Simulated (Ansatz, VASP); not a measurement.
**One calculation of ZnS, two programs**

Contents of INCAR:

```
SYSTEM = ZnS
ALGO = Normal
EDIFF = 1E-6
ENCUT = 520
GGA = PE
ISIF = 2
ISMEAR = -1
LASPH = .TRUE.
LCHARG = .FALSE.
LREAL = .FALSE.
LWAVE = .FALSE.
NBANDS = 26
NELM = 80
PREC = Accurate
SIGMA = 0.03
```

Contents of KPOINTS:

```
k-points
0
G
  8 8 5
  0 0 0
```

Contents of POSCAR:

```
ZnS
1.0
    3.8491087694      0.0000000000      0.0000000000
   -1.9245543847      3.3334259762      0.0000000000
    0.0000000000      0.0000000000      6.2340000000
Zn S
2 2
Direct
    0.3333333333      0.6666666667      0.0000000000
    0.6666666667      0.3333333333      0.5000000000
    0.3333333333      0.6666666667      0.3850000000
    0.6666666667      0.3333333333      0.8850000000
```

Input for Ansatz:

```yaml
crystal:
  lattice:
    - [3.8491087694, 0.0, 0.0]
    - [-1.9245543847, 3.3334259762, 0.0]
    - [0.0, 0.0, 6.234]
  atoms:
    - { symbol: Zn, position: [0.3333333333, 0.6666666667, 0.0] }
    - { symbol: Zn, position: [0.6666666667, 0.3333333333, 0.5] }
    - { symbol: S, position: [0.3333333333, 0.6666666667, 0.385] }
    - { symbol: S, position: [0.6666666667, 0.3333333333, 0.885] }
kpoints:
  mp_grid: { grid: [8, 8, 5] }
  band_path:
    path:
      - [0.0, 0.0, 0.0]
      - [0.5, 0.0, 0.0]
      - [0.3333333333, 0.3333333333, 0.0]
      - [0.0, 0.0, 0.0]
      - [0.0, 0.0, 0.5]
      - [0.5, 0.0, 0.5]
      - [0.3333333333, 0.3333333333, 0.5]
      - [0.0, 0.0, 0.5]
      - [0.5, 0.0, 0.5]
    npoints: 5
scf:
  occupations: { method: fermi_dirac, width: 0.03 }
hamiltonian:
  xc: pbe
  pseudopotentials: { kind: all_electron, lapw: { basis_error: 0.001 } }
output:
  forces: true
  stress: true
  eigenvalues: true
```

Change from the starting cell: equal xx and yy strain of +1 %.

Alike in both runs: task single point; functional PBE; k mesh 8 × 8 × 5; occupations fermi-dirac, width 0.03 eV; no spin polarisation.

```csv
,VASP,Ansatz
version,VASP 6.6.1,Ansatz 0.2.0
potentials or method,"VASP PAW PBE potentials, release 64 (Zn, S), cutoff 520 eV","all-electron LAPW, scalar-relativistic"
```

|  | VASP | Ansatz | Ansatz less VASP |
| --- | --- | --- | --- |
| gap on the k mesh at the Fermi level (eV) | 2.14 | 2.14 | -0.001 |
| pressure (GPa) | 0.9 | 0.8 | -0.14 |
| traceless stress, the component that is largest in VASP (GPa) | -0.37 | -0.36 | +0.014 |
| rms of the force components (eV/Å) | 0.146 | 0.145 | -0.0013 |

Atom by atom the forces differ by 0.001 eV/Å (rms over components). Ansatz ran all-electron here, and VASP with PAW potentials.
